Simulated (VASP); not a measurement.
# FeO (Fm-3m) in VASP: a series of runs

FeO is run at these levels: PBE; tasks: single point.

All numbers are computed with VASP 6.6.1; they aren't measurements. Logs are shortened: lines on timing, memory, paths and dates and some standing lists are left out, and cuts for length are marked.

**1. The cell of the first run**

Symmetry: Fm-3m, No. 225, cubic system. The conventional cell has a = 4.311 Å, b = 4.311 Å, c = 4.311 Å, α = 90.00°, β = 90.00°, γ = 90.00°. Within 2.9 Å of Fe (site symmetry m-3m) lie 6 O at 2.16 Å. O (site symmetry m-3m) has 6 Fe at 2.16 Å within 2.9 Å.

**2. Single point, PBE, collinear spin, ferromagnetic start**

Input file INCAR:

```
PREC = Accurate
ENCUT = 600
EDIFF = 1E-6
ISMEAR = -1
SIGMA = 0.15
LREAL = False
LASPH = True
NELM = 200
ALGO = Normal
ISIF = 2
LWAVE = False
LCHARG = False
ISPIN = 2
MAGMOM = 1.77 -0.03
LORBIT = 11
NUPDOWN = 1.7
LMAXMIX = 4
GGA = PE
NBANDS = 18
GGA_COMPAT = False
```

Input file KPOINTS:

```
Automatic mesh
0
Gamma
  9 9 9
```

Input file POSCAR:

```
FeO
1.0
    0.0000000000      2.1554000000      2.1554000000
    2.1554000000      0.0000000000      2.1554000000
    2.1554000000      2.1554000000      0.0000000000
Fe O
1 1
Direct
    0.0000000000      0.0000000000      0.0000000000
    0.5000000000      0.5000000000      0.5000000000
```

Potentials or basis: VASP PAW PBE potentials, release 64 (Fe, O).

Started as:

```bash
> cat potpaw_PBE.64/Fe/POTCAR potpaw_PBE.64/O/POTCAR > POTCAR
> mpirun -np 1 vasp_std > vasp.out
```

OUTCAR:

```text
PREC = Accurate
   ENCUT = 600
   EDIFF = 1E-6
   ISMEAR = -1
   LREAL = False
   LASPH = True
   NELM = 200
   ISIF = 2
   ISPIN = 2
   LORBIT = 11
   NUPDOWN = 1.7
   GGA = PE

 ion  position               nearest neighbor table
   1  0.000  0.000  0.000-   2 2.16   2 2.16   2 2.16   2 2.16   2 2.16   2 2.16
   2  0.500  0.500  0.500-   1 2.16   1 2.16   1 2.16   1 2.16   1 2.16   1 2.16

  LATTYP: Found a face centered cubic cell.
 ALAT       =     4.3108000000

  Lattice vectors:

 A1 = (   0.0000000000,   2.1554000000,   2.1554000000)
 A2 = (   2.1554000000,   0.0000000000,   2.1554000000)
 A3 = (   2.1554000000,   2.1554000000,   0.0000000000)

Analysis of symmetry for initial positions (statically):
=====================================================================
 Subroutine PRICEL returns:
 Original cell was already a primitive cell.

 Routine SETGRP: Setting up the symmetry group for a
 face centered cubic supercell.

 Subroutine GETGRP returns: Found 48 space group operations
 (whereof 48 operations were pure point group operations)
 out of a pool of 48 trial point group operations.

The static configuration has the point symmetry O_h .

Analysis of symmetry for dynamics (positions and initial velocities):
=====================================================================
 Subroutine PRICEL returns:
 Original cell was already a primitive cell.

 Routine SETGRP: Setting up the symmetry group for a
 face centered cubic supercell.

 Subroutine GETGRP returns: Found 48 space group operations
 (whereof 48 operations were pure point group operations)
 out of a pool of 48 trial point group operations.

The dynamic configuration has the point symmetry O_h .

Analysis of structural, dynamic, and magnetic symmetry:
=====================================================================
 Subroutine PRICEL returns:
 Original cell was already a primitive cell.

 Routine SETGRP: Setting up the symmetry group for a
 face centered cubic supercell.

 Subroutine GETGRP returns: Found 48 space group operations
 (whereof 48 operations were pure point group operations)
 out of a pool of 48 trial point group operations.

The overall configuration has the point symmetry O_h .

 Subroutine INISYM returns: Found 48 space group operations
 (whereof 48 operations are pure point group operations),
 and found     1 'primitive' translations

----------------------------------------------------------------------------------------

                                     Primitive cell

  volume of cell :      20.0269

  direct lattice vectors                    reciprocal lattice vectors
     0.000000000  2.155400000  2.155400000    -0.231975503  0.231975503  0.231975503
     2.155400000  0.000000000  2.155400000     0.231975503 -0.231975503  0.231975503
     2.155400000  2.155400000  0.000000000     0.231975503  0.231975503 -0.231975503

  length of vectors
     3.048195912  3.048195912  3.048195912     0.401793358  0.401793358  0.401793358

  position of ions in fractional coordinates (direct lattice)
     0.000000000  0.000000000  0.000000000
     0.500000000  0.500000000  0.500000000

  ion indices of the primitive-cell ions
   primitive index   ion index
                 1           1
                 2           2

----------------------------------------------------------------------------------------

 KPOINTS: Automatic mesh

Automatic generation of k-mesh.
 Grid dimensions read from file:
 generate k-points for:    9    9    9

 Generating k-lattice:

  Cartesian coordinates                     Fractional coordinates (reciprocal lattice)
    -0.025775056  0.025775056  0.025775056     0.111111111  0.000000000  0.000000000
     0.025775056 -0.025775056  0.025775056     0.000000000  0.111111111  0.000000000
     0.025775056  0.025775056 -0.025775056     0.000000000  0.000000000  0.111111111

  Length of vectors
     0.044643706  0.044643706  0.044643706

  Shift w.r.t. Gamma in fractional coordinates (k-lattice)
     0.000000000  0.000000000  0.000000000

 Subroutine IBZKPT returns following result:
 ===========================================

 Found     35 irreducible k-points:

 Following reciprocal coordinates:
            Coordinates               Weight
  0.000000  0.000000  0.000000      1.000000
  0.111111  0.000000  0.000000      8.000000
  0.222222  0.000000  0.000000      8.000000
  0.333333  0.000000  0.000000      8.000000
  0.444444  0.000000  0.000000      8.000000
  0.111111  0.111111  0.000000      6.000000
[... 16 lines left out ...]
 -0.333333  0.333333  0.000000     12.000000
  0.444444  0.444444  0.000000      6.000000
 [... further k-points ...]
   k-points           NKPTS =     35   k-points in BZ     NKDIM =     35   number of bands    NBANDS=     18
   number of dos      NEDOS =    301   number of ions     NIONS =      2
   total plane-waves  NPLWV =  13824
   dimension x,y,z NGX =    24 NGY =   24 NGZ =   24
   dimension x,y,z NGXF=    48 NGYF=   48 NGZF=   48
   ions per type =               1   1
   NGX,Y,Z   is equivalent  to a cutoff of  13.09, 13.09, 13.09 a.u.
   NGXF,Y,Z  is equivalent  to a cutoff of  26.18, 26.18, 26.18 a.u.
 SYSTEM =  unknown system
   PREC   = accura    normal or accurate (medium, high low for compatibility)
   ISTART =      0    job   : 0-new  1-cont  2-samecut
   ICHARG =      2    charge: 1-file 2-atom 10-const
   ISPIN  =      2    spin polarized calculation?
   LNONCOLLINEAR =      F non collinear calculations
   LSORBIT =      F    spin-orbit coupling
   LASPH  =      T    aspherical Exc in radial PAW
   ENCUT  =  600.0 eV  44.10 Ry    6.64 a.u.   6.09  6.09  6.09*2*pi/ulx,y,z
   NELM   =    200;   NELMIN=  2; NELMDL= -5     # of ELM steps
   EDIFF  = 0.1E-05   stopping-criterion for ELM
   LREAL  =      F    real-space projection
   EDIFFG = 0.1E-04   stopping-criterion for IOM
   NSW    =      0    number of steps for IOM
   IBRION =     -1    ionic relax: 0-MD 1-quasi-New 2-CG
   NFREE  =      0    steps in history (QN), initial steepest desc. (CG)
   ISIF   =      2    stress and relaxation
   ISYM   =      2    0-nonsym 1-usesym 2-fastsym
   POTIM  = 0.5000    time-step for ionic-motion
   TEBEG  =    0.0;   TEEND  =   0.0 temperature during run
   PSTRESS=    0.0 pullay stress
   NELECT =      14.0000    total number of electrons
   NUPDOWN=       1.7000    fix difference up-down
   EMIN   =  10.00;   EMAX   =-10.00  energy-range for DOS
   EFERMI =   0.00;   METHOD = LEGACY
   ISMEAR =    -1;   SIGMA  =   0.15  broadening in eV -4-tet -1-fermi 0-gaus
   EFERMI_NEDOS =   21; number of points for ismear=-14 and -15
   IALGO  =     38    algorithm
   IMIX   =      4    mixing-type and parameters
     AMIX     =   0.40;   BMIX     =  1.00
     AMIX_MAG =   1.60;   BMIX_MAG =  1.00
  volume/ion in A,a.u.               =      10.01        67.57
  Fermi-wavevector in a.u.,A,eV,Ry     =   1.452935  2.745650 28.722187  2.111021
  Thomas-Fermi vector in A             =   2.570260
   LORBIT       =     11    0 simple, 1 ext, 2 COOP (PROOUT), +10 PAW based schemes
   GGA     = PE    functional components
   LHFCALC =     F    Hartree Fock is set to
   AEXX    =    0.0000 exact exchange contribution
   IVDW    =     0    specifies the selected vdW correction
   LEPSILON=     F    determine dielectric tensor
   LRPA    =     F    only Hartree local field effects (RPA)
 spin polarized calculation
  energy-cutoff  :      600.00
  volume of cell :       20.03
 maximum number of plane-waves:       680
   NGX = 13   NGY = 13   NGZ = 13

 number of electron      13.9999999 magnetization       1.7000231

 Free energy of the ion-electron system (eV)
  ---------------------------------------------------
  ext. energy  EPLUGINS =         0.00000000
  ---------------------------------------------------
  free energy    TOTEN  =       -14.13202396 eV

  energy without entropy =      -13.82986295  energy(sigma->0) =      -13.98094346

 E-fermi :   6.0356     XC(G=0): -12.2105

 val. band max:        6.0332162589   @ k =   0.3333   0.3333   0.0000
 cond. band min:       5.2288778253   @ k =  -0.4444   0.3333   0.0000
 fundamental gap:     -0.8043384336
 Fermi energy:         5.2100563892

 spin component 1

 k-point     1 :       0.0000    0.0000    0.0000
  band No.  band energies     occupation
      1     -14.8404      1.00000
      2       2.0195      1.00000
      3       2.0195      1.00000
      4       2.0195      1.00000
      5       3.5099      0.99999
      6       3.5099      0.99999
[... 10 lines left out ...]
     17      27.2755      0.00000
     18      30.2066      0.00000
[... 463 lines left out ...]
 k-point    24 :       0.4444    0.4444    0.0000
  band No.  band energies     occupation
      1     -13.7709      1.00000
      2      -1.3768      1.00000
      3       0.9290      1.00000
      4       0.9290      1.00000
      5       2.4850      1.00000
      6       4.1958      0.99884
[... 10 lines left out ...]
     17      35.9986      0.00000
     18      35.9986      0.00000

 [... further k-points ...]

 spin component 2

 k-point     1 :       0.0000    0.0000    0.0000
  band No.  band energies     occupation
      1     -14.8426      1.00000
      2       1.9937      1.00000
      3       1.9937      1.00000
      4       1.9937      1.00000
      5       4.9119      0.99944
      6       4.9124      0.99944
[... 10 lines left out ...]
     17      28.0106      0.00000
     18      30.7281      0.00000
[... 463 lines left out ...]
 k-point    24 :       0.4444    0.4444    0.0000
  band No.  band energies     occupation
      1     -13.7795      1.00000
      2      -1.3137      1.00000
      3       0.9405      1.00000
      4       0.9405      1.00000
      5       3.6723      1.00000
      6       6.1472      0.32211
[... 10 lines left out ...]
     17      36.0015      0.00000
     18      36.0015      0.00000

 [... further k-points ...]
[... 5 lines left out ...]
  --------------------------------------------------------------------------------------
  -------------------------------------------------------------------------------------
  Total       -2.3942689     -2.3942689     -2.3942689      0.0000000      0.0000000      0.0000000
  in kB     -191.5445829   -191.5445829   -191.5445829      0.0000000      0.0000000      0.0000000
  external PRESSURE =    -191.5445829 kB  Pullay stress =       0.0000000 kB

 VOLUME and BASIS-vectors are now :
 -----------------------------------------------------------------------------
  energy-cutoff  :      600.00
  volume of cell :       20.03
      direct lattice vectors                 reciprocal lattice vectors
     0.000000000  2.155400000  2.155400000    -0.231975503  0.231975503  0.231975503
     2.155400000  0.000000000  2.155400000     0.231975503 -0.231975503  0.231975503
     2.155400000  2.155400000  0.000000000     0.231975503  0.231975503 -0.231975503

 POSITION                                       TOTAL-FORCE (eV/Angst)
 -----------------------------------------------------------------------------------
      0.00000      0.00000      0.00000         0.000000     -0.000000     -0.000000
      2.15540      2.15540      2.15540        -0.000000      0.000000      0.000000
 -----------------------------------------------------------------------------------
    total drift:                                0.000000     -0.000000     -0.000000

  FREE ENERGIE OF THE ION-ELECTRON SYSTEM (eV)
  ---------------------------------------------------
  free  energy   TOTEN  =       -14.1320239643 eV

  energy  without entropy=      -13.8298629463  energy(sigma->0) =      -13.98094346

 total charge

# of ion       s       p       d       tot
------------------------------------------
    1        0.265   0.324   6.252   6.841
    2        1.556   3.373   0.000   4.930
--------------------------------------------------
tot          1.821   3.697   6.252  11.771

 magnetization (x)

# of ion       s       p       d       tot
------------------------------------------
    1        0.016   0.008   1.681   1.704
    2        0.014  -0.037   0.000  -0.023
--------------------------------------------------
tot          0.030  -0.029   1.681   1.681
```

It took 11 s on 1 thread of Intel Xeon 6975P-C (Granite Rapids), shared host; peak memory 0.16 GiB.

What came out:

```yaml
Free_energy: -14.1320 eV
Pressure: -19.2 GPa
Net_moment: 1.70 μB per cell
Site_moments: Fe +1.70; O -0.02 μB
Valence_electrons_inside_the_program's_atomic_spheres: Fe 6.84; O 4.93
```

Caveat: the cell stands under tension; the total moment is fixed, so each spin has its own Fermi level and the state may be an excited one; a cell with one magnetic atom can't hold antiferromagnetic order, which such compounds often take.

**3. Single point, PBE, collinear spin, ferromagnetic start**

Input file INCAR:

```
PREC = Accurate
ENCUT = 600
EDIFF = 1E-6
ISMEAR = -1
SIGMA = 0.15
LREAL = F
LASPH = T
NELM = 200
ALGO = Normal
ISIF = 2
LWAVE = F
LCHARG = F
ISPIN = 2
MAGMOM = 2.54 0.03
LORBIT = 11
NUPDOWN = 2.5
LMAXMIX = 4
GGA = PE
NBANDS = 18
GGA_COMPAT = F
```

KPOINTS is that of step 2.

POSCAR is that of step 2.

Potentials or basis: VASP PAW PBE potentials, release 64 (Fe, O).

Started as:

```bash
> cat potpaw_PBE.64/Fe/POTCAR potpaw_PBE.64/O/POTCAR > POTCAR
> mpirun -np 1 vasp_std > vasp.out
```

OUTCAR:

```text
PREC = Accurate
   ENCUT = 600
   EDIFF = 1E-6
   ISMEAR = -1
   LREAL = F
   LASPH = T
   NELM = 200
   ISIF = 2
   ISPIN = 2
   LORBIT = 11
   NUPDOWN = 2.5
   GGA = PE

 ion  position               nearest neighbor table
   1  0.000  0.000  0.000-   2 2.16   2 2.16   2 2.16   2 2.16   2 2.16   2 2.16
   2  0.500  0.500  0.500-   1 2.16   1 2.16   1 2.16   1 2.16   1 2.16   1 2.16

  LATTYP: Found a face centered cubic cell.
 ALAT       =     4.3108000000

  Lattice vectors:

 A1 = (   0.0000000000,   2.1554000000,   2.1554000000)
 A2 = (   2.1554000000,   0.0000000000,   2.1554000000)
 A3 = (   2.1554000000,   2.1554000000,   0.0000000000)

Analysis of symmetry for initial positions (statically):
=====================================================================
 Subroutine PRICEL returns:
 Original cell was already a primitive cell.

 Routine SETGRP: Setting up the symmetry group for a
 face centered cubic supercell.

 Subroutine GETGRP returns: Found 48 space group operations
[... 690 lines left out ...]

 [... further k-points ...]

 spin component 2

 k-point     1 :       0.0000    0.0000    0.0000
  band No.  band energies     occupation
      1     -14.6730      1.00000
      2       2.1830      1.00000
      3       2.1830      1.00000
      4       2.1830      1.00000
      5       5.1702      0.99885
      6       5.1709      0.99884
[... 493 lines left out ...]
     17      36.0419      0.00000
     18      36.0419      0.00000

 [... further k-points ...]
[... 5 lines left out ...]
  --------------------------------------------------------------------------------------
  -------------------------------------------------------------------------------------
  Total       -1.7676825     -1.7676825     -1.7676825      0.0000000     -0.0000000      0.0000000
  in kB     -141.4168691   -141.4168691   -141.4168691      0.0000000     -0.0000000      0.0000000
  external PRESSURE =    -141.4168691 kB  Pullay stress =       0.0000000 kB

 VOLUME and BASIS-vectors are now :
 -----------------------------------------------------------------------------
  energy-cutoff  :      600.00
  volume of cell :       20.03
      direct lattice vectors                 reciprocal lattice vectors
     0.000000000  2.155400000  2.155400000    -0.231975503  0.231975503  0.231975503
     2.155400000  0.000000000  2.155400000     0.231975503 -0.231975503  0.231975503
     2.155400000  2.155400000  0.000000000     0.231975503  0.231975503 -0.231975503

 POSITION                                       TOTAL-FORCE (eV/Angst)
 -----------------------------------------------------------------------------------
      0.00000      0.00000      0.00000         0.000000     -0.000000      0.000000
      2.15540      2.15540      2.15540        -0.000000      0.000000      0.000000
 -----------------------------------------------------------------------------------
    total drift:                                0.000000     -0.000000      0.000000

  FREE ENERGIE OF THE ION-ELECTRON SYSTEM (eV)
  ---------------------------------------------------
  free  energy   TOTEN  =       -14.4884486953 eV

  energy  without entropy=      -14.2436057387  energy(sigma->0) =      -14.36602722

 total charge

# of ion       s       p       d       tot
------------------------------------------
    1        0.272   0.333   6.212   6.817
    2        1.559   3.384   0.000   4.942
--------------------------------------------------
tot          1.830   3.717   6.212  11.759

 magnetization (x)

# of ion       s       p       d       tot
------------------------------------------
    1        0.022   0.014   2.405   2.441
    2        0.020   0.003   0.000   0.023
--------------------------------------------------
tot          0.043   0.017   2.405   2.465
```

stdout:

```text
POSCAR found type information on POSCAR FeO
 POSCAR found :  2 types and       2 ions
 scaLAPACK will be used
 LDA part: xc-table for (Slater+PW92), standard interpolation
 POSCAR, INCAR and KPOINTS ok, starting setup
 FFT: planning ... GRIDC
 FFT: planning ... GRID_SOFT
 FFT: planning ... GRID
 WAVECAR not read
 entering main loop
```

Run time: 12 s. Hardware: 1 thread of Intel Xeon 6975P-C (Granite Rapids), shared host; peak memory 0.16 GiB.

What came out:

```yaml
Free_energy: -14.4884 eV
Pressure: -14.1 GPa
Net_moment: 2.50 μB per cell
Site_moments: Fe +2.44; O +0.02 μB
Valence_electrons_inside_the_program's_atomic_spheres: Fe 6.82; O 4.94
```

Caveat: the cell stands under tension; the total moment is fixed, so each spin has its own Fermi level and the state may be an excited one; a cell with one magnetic atom can't hold antiferromagnetic order, which such compounds often take.
